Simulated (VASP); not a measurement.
# ZnSe (I-4m2) in VASP: single point with r2SCAN

Aim: the single point of ZnSe with r2SCAN.

Program: VASP 6.6.1. These are calculated values, not measurements. Logs are shortened: lines on timing, memory, paths and dates and some standing lists are left out, and cuts for length are marked.

## (1) The cell of the first run

The structure is tetragonal, space group I-4m2 (No. 119). Conventional cell: a = 3.943 Å, b = 3.943 Å, c = 5.855 Å, α = 90.00°, β = 90.00°, γ = 90.00°. Zn (site symmetry -4m2) has 4 Se at 2.46 Å within 3.2 Å. Within 3.2 Å of Se (site symmetry -4m2) lie 4 Zn at 2.46 Å.

## (2) Single point, r2SCAN

POSCAR reads:

```
ZnSe
1.0
    0.0000000000      2.7880855544      2.9274898321
    2.7880855544      0.0000000000      2.9274898321
    2.7880855544      2.7880855544      0.0000000000
Zn Se
1 1
Direct
    0.0000000000      0.0000000000      0.0000000000
    0.7500000000      0.7500000000      0.7500000000
```

INCAR.step1 reads:

```
SYSTEM = ZnSe
PREC = Accurate
ENCUT = 520
ISMEAR = 0
SIGMA = 0.05
LREAL = .False.
LASPH = .True.
NELM = 60
NBANDS = 16
GGA = PE
ALGO = Normal
EDIFF = 1E-4
LWAVE = .True.
LCHARG = .False.
```

INCAR.step2 reads:

```
SYSTEM = ZnSe
PREC = Accurate
ENCUT = 520
EDIFF = 1E-6
ISMEAR = 0
SIGMA = 0.05
LREAL = .False.
LASPH = .True.
NELM = 60
ALGO = Normal
ISIF = 2
LWAVE = .False.
LCHARG = .False.
METAGGA = R2SCAN
LMIXTAU = .True.
NBANDS = 16
ISTART = 1
```

KPOINTS reads:

```
Automatic mesh
0
Gamma
  10 10 10
  0 0 0
```

Potentials or basis: VASP PAW PBE potentials, release 64 (Zn, Se).

Launch:

```sh
> cat potpaw_PBE.64/Zn/POTCAR potpaw_PBE.64/Se/POTCAR > POTCAR
> cp INCAR.step1 INCAR
> mpirun -np 1 vasp_std > vasp.out
> cp INCAR.step2 INCAR
> mpirun -np 1 vasp_std > vasp.out
```

OUTCAR:

```text
SYSTEM = ZnSe
   PREC = Accurate
   ENCUT = 520
   EDIFF = 1E-6
   ISMEAR = 0
   LREAL = .False.
   LASPH = .True.
   NELM = 60
   ISIF = 2
   METAGGA = R2SCAN
   ISTART = 1

 ion  position               nearest neighbor table
   1  0.000  0.000  0.000-   2 2.46   2 2.46   2 2.46   2 2.46
   2  0.750  0.750  0.750-   1 2.46   1 2.46   1 2.46   1 2.46

  LATTYP: Found a body centered tetragonal cell.
 ALAT       =     3.9429484041
 C/A-ratio  =     1.4849242405

  Lattice vectors:

 A1 = (  -2.7880855544,   0.0000000000,   2.9274898321)
 A2 = (   2.7880855544,   0.0000000000,   2.9274898321)
 A3 = (   0.0000000000,   2.7880855544,  -2.9274898321)

Analysis of symmetry for initial positions (statically):
=====================================================================
 Subroutine PRICEL returns:
 Original cell was already a primitive cell.

 Routine SETGRP: Setting up the symmetry group for a
 body centered tetragonal supercell.

 Subroutine GETGRP returns: Found  8 space group operations
 (whereof  8 operations were pure point group operations)
 out of a pool of 16 trial point group operations.

The static configuration has the point symmetry D_2d.

Analysis of symmetry for dynamics (positions and initial velocities):
=====================================================================
 Subroutine PRICEL returns:
 Original cell was already a primitive cell.

 Routine SETGRP: Setting up the symmetry group for a
 body centered tetragonal supercell.

 Subroutine GETGRP returns: Found  8 space group operations
 (whereof  8 operations were pure point group operations)
 out of a pool of 16 trial point group operations.

The dynamic configuration has the point symmetry D_2d.

 Subroutine INISYM returns: Found  8 space group operations
 (whereof  8 operations are pure point group operations),
 and found     1 'primitive' translations

----------------------------------------------------------------------------------------

                                     Primitive cell

  volume of cell :      45.5132

  direct lattice vectors                    reciprocal lattice vectors
     0.000000000  2.788085554  2.927489832    -0.179334526  0.179334526  0.170794786
     2.788085554  0.000000000  2.927489832     0.179334526 -0.179334526  0.170794786
     2.788085554  2.788085554  0.000000000     0.179334526  0.179334526 -0.170794786

  length of vectors
     4.042724054  4.042724054  3.942948404     0.305765602  0.305765602  0.305765602

  position of ions in fractional coordinates (direct lattice)
     0.000000000  0.000000000  0.000000000
     0.750000000  0.750000000  0.750000000

  ion indices of the primitive-cell ions
   primitive index   ion index
                 1           1
                 2           2

----------------------------------------------------------------------------------------

 KPOINTS: Automatic mesh

Automatic generation of k-mesh.
 Grid dimensions read from file:
 generate k-points for:   10   10   10

 Generating k-lattice:

  Cartesian coordinates                     Fractional coordinates (reciprocal lattice)
    -0.017933453  0.017933453  0.017079479     0.100000000  0.000000000  0.000000000
     0.017933453 -0.017933453  0.017079479     0.000000000  0.100000000  0.000000000
     0.017933453  0.017933453 -0.017079479    -0.000000000 -0.000000000  0.100000000

  Length of vectors
     0.030576560  0.030576560  0.030576560

  Shift w.r.t. Gamma in fractional coordinates (k-lattice)
     0.000000000  0.000000000  0.000000000

 Subroutine IBZKPT returns following result:
 ===========================================

 Found    102 irreducible k-points:

 Following reciprocal coordinates:
            Coordinates               Weight
  0.000000  0.000000  0.000000      1.000000
  0.100000 -0.000000  0.000000      8.000000
  0.200000 -0.000000  0.000000      8.000000
  0.300000  0.000000  0.000000      8.000000
  0.400000 -0.000000  0.000000      8.000000
  0.500000 -0.000000  0.000000      4.000000
[... 16 lines left out ...]
  0.300000  0.300000  0.000000      2.000000
  0.400000  0.300000  0.000000      8.000000
 [... further k-points ...]
   k-points           NKPTS =    102   k-points in BZ     NKDIM =    102   number of bands    NBANDS=     16
   number of dos      NEDOS =    301   number of ions     NIONS =      2
   total plane-waves  NPLWV =  27000
   dimension x,y,z NGX =    30 NGY =   30 NGZ =   30
   dimension x,y,z NGXF=    60 NGYF=   60 NGZF=   60
   ions per type =               1   1
   NGX,Y,Z   is equivalent  to a cutoff of  12.34, 12.34, 12.65 a.u.
   NGXF,Y,Z  is equivalent  to a cutoff of  24.67, 24.67, 25.30 a.u.
 SYSTEM =  ZnSe
   PREC   = accura    normal or accurate (medium, high low for compatibility)
   ISTART =      1    job   : 0-new  1-cont  2-samecut
   ICHARG =      0    charge: 1-file 2-atom 10-const
   ISPIN  =      1    spin polarized calculation?
   LNONCOLLINEAR =      F non collinear calculations
   LSORBIT =      F    spin-orbit coupling
   LASPH  =      T    aspherical Exc in radial PAW
   ENCUT  =  520.0 eV  38.22 Ry    6.18 a.u.   7.52  7.52  7.33*2*pi/ulx,y,z
   NELM   =     60;   NELMIN=  2; NELMDL=  0     # of ELM steps
   EDIFF  = 0.1E-05   stopping-criterion for ELM
   LREAL  =      F    real-space projection
   EDIFFG = 0.1E-04   stopping-criterion for IOM
   NSW    =      0    number of steps for IOM
   IBRION =     -1    ionic relax: 0-MD 1-quasi-New 2-CG
   NFREE  =      0    steps in history (QN), initial steepest desc. (CG)
   ISIF   =      2    stress and relaxation
   ISYM   =      2    0-nonsym 1-usesym 2-fastsym
   POTIM  = 0.5000    time-step for ionic-motion
   TEBEG  =    0.0;   TEEND  =   0.0 temperature during run
   PSTRESS=    0.0 pullay stress
   NELECT =      18.0000    total number of electrons
   NUPDOWN=      -1.0000    fix difference up-down
   EMIN   =  10.00;   EMAX   =-10.00  energy-range for DOS
   EFERMI =   0.00;   METHOD = LEGACY
   ISMEAR =     0;   SIGMA  =   0.05  broadening in eV -4-tet -1-fermi 0-gaus
   EFERMI_NEDOS =   21; number of points for ismear=-14 and -15
   IALGO  =     38    algorithm
   IMIX   =      4    mixing-type and parameters
     AMIX     =   0.40;   BMIX     =  1.00
     AMIX_MAG =   1.60;   BMIX_MAG =  1.00
  volume/ion in A,a.u.               =      22.76       153.57
  Fermi-wavevector in a.u.,A,eV,Ry     =   1.201673  2.270834 19.647073  1.444019
  Thomas-Fermi vector in A             =   2.337476
   LORBIT       =      0    0 simple, 1 ext, 2 COOP (PROOUT), +10 PAW based schemes
   METAGGA = R2SCAN    functional components
   LHFCALC =     F    Hartree Fock is set to
   AEXX    =    0.0000 exact exchange contribution
   IVDW    =     0    specifies the selected vdW correction
   LEPSILON=     F    determine dielectric tensor
   LRPA    =     F    only Hartree local field effects (RPA)
 non-spin polarized calculation
 Gauss-broadening in eV      SIGMA  =   0.05
  energy-cutoff  :      520.00
  volume of cell :       45.51
 maximum number of plane-waves:      1263
   NGX = 15   NGY = 15   NGZ = 15

 number of electron      18.0000003 magnetization

 Free energy of the ion-electron system (eV)
  ---------------------------------------------------
  ext. energy  EPLUGINS =         0.00000000
  ---------------------------------------------------
  free energy    TOTEN  =       -24.90060801 eV

  energy without entropy =      -24.90060801  energy(sigma->0) =      -24.90060801

 E-fermi :   1.6077     XC(G=0):  -9.9216

 val. band max:        1.3626707673   @ k =   0.0000   0.0000   0.0000
 cond. band min:       3.1527396123   @ k =   0.0000   0.0000   0.0000
 fundamental gap:      1.7900688449
 Fermi energy:         1.6077149973

 k-point     1 :       0.0000    0.0000    0.0000
  band No.  band energies     occupation
      1     -12.4111      2.00000
      2      -5.4101      2.00000
      3      -5.3867      2.00000
      4      -5.3867      2.00000
      5      -4.9928      2.00000
      6      -4.9863      2.00000
[... 8 lines left out ...]
     15      12.8261      0.00000
     16      13.7833      0.00000

 k-point     2 :       0.1000   -0.0000    0.0000
  band No.  band energies     occupation
      1     -12.3436      2.00000
      2      -5.4018      2.00000
      3      -5.3796      2.00000
      4      -5.3754      2.00000
      5      -4.9929      2.00000
      6      -4.9880      2.00000
[... 8 lines left out ...]
     15      12.5955      0.00000
     16      13.0781      0.00000

 k-point     3 :       0.2000   -0.0000    0.0000
  band No.  band energies     occupation
      1     -12.1580      2.00000
      2      -5.3754      2.00000
      3      -5.3509      2.00000
      4      -5.3468      2.00000
      5      -4.9909      2.00000
      6      -4.9907      2.00000
[... 8 lines left out ...]
     15      12.4500      0.00000
     16      13.0089      0.00000

 k-point     4 :       0.3000    0.0000    0.0000
  band No.  band energies     occupation
      1     -11.9080      2.00000
      2      -5.3411      2.00000
      3      -5.3147      2.00000
      4      -5.2630      2.00000
      5      -4.9894      2.00000
      6      -4.9822      2.00000
[... 8 lines left out ...]
     15      12.6588      0.00000
     16      12.8186      0.00000
[... 324 lines left out ...]
 k-point    22 :      -0.2000    0.2000    0.0000
  band No.  band energies     occupation
      1     -11.8132      2.00000
      2      -5.3223      2.00000
      3      -5.2990      2.00000
      4      -5.2567      2.00000
      5      -5.0077      2.00000
      6      -4.9506      2.00000
[... 8 lines left out ...]
     15      14.1534      0.00000
     16      14.9309      0.00000

 k-point    23 :       0.3000    0.3000    0.0000
  band No.  band energies     occupation
      1     -11.7758      2.00000
      2      -5.3884      2.00000
      3      -5.2277      2.00000
      4      -5.2277      2.00000
      5      -5.0197      2.00000
      6      -4.9593      2.00000
[... 8 lines left out ...]
     15      14.9450      0.00000
     16      16.6216      0.00000

 k-point    24 :       0.4000    0.3000    0.0000
  band No.  band energies     occupation
      1     -11.6037      2.00000
      2      -5.3493      2.00000
      3      -5.1932      2.00000
      4      -5.1800      2.00000
      5      -4.9827      2.00000
      6      -4.9563      2.00000
[... 8 lines left out ...]
     15      15.4175      0.00000
     16      16.6494      0.00000

 [... further k-points ...]

------------------------ aborting loop because EDIFF is reached ----------------------------------------

  FORCE on cell =-STRESS in cart. coord.  units (eV):
  Direction    XX          YY          ZZ          XY          YZ          ZX
  --------------------------------------------------------------------------------------
  -------------------------------------------------------------------------------------
  Total        0.1882498      0.1882498     -0.3760807      0.0000000     -0.0000000     -0.0000000
  in kB        6.6268550      6.6268550    -13.2389669      0.0000000     -0.0000000     -0.0000000
  external PRESSURE =       0.0049143 kB  Pullay stress =       0.0000000 kB

 VOLUME and BASIS-vectors are now :
 -----------------------------------------------------------------------------
  energy-cutoff  :      520.00
  volume of cell :       45.51
      direct lattice vectors                 reciprocal lattice vectors
     0.000000000  2.788085554  2.927489832    -0.179334526  0.179334526  0.170794786
     2.788085554  0.000000000  2.927489832     0.179334526 -0.179334526  0.170794786
     2.788085554  2.788085554  0.000000000     0.179334526  0.179334526 -0.170794786

 POSITION                                       TOTAL-FORCE (eV/Angst)
 -----------------------------------------------------------------------------------
      0.00000      0.00000      0.00000        -0.000000     -0.000000     -0.000000
      4.18213      4.18213      4.39123         0.000000      0.000000      0.000000
 -----------------------------------------------------------------------------------
    total drift:                               -0.000030     -0.000030     -0.000001

  FREE ENERGIE OF THE ION-ELECTRON SYSTEM (eV)
  ---------------------------------------------------
  free  energy   TOTEN  =       -24.9006080149 eV

  energy  without entropy=      -24.9006080149  energy(sigma->0) =      -24.90060801
```

Run time: 2.6 min. Hardware: 1 thread of Intel Xeon 6975P-C (Granite Rapids), shared host; peak memory 0.22 GiB.

What came out:

```
Free energy            : -24.9006 eV
Pressure               : 0.0 GPa
Band gap on the k mesh : 1.79 eV
```

Caveat: the PAW data sets were made with another functional, which shifts forces and pressure a little.
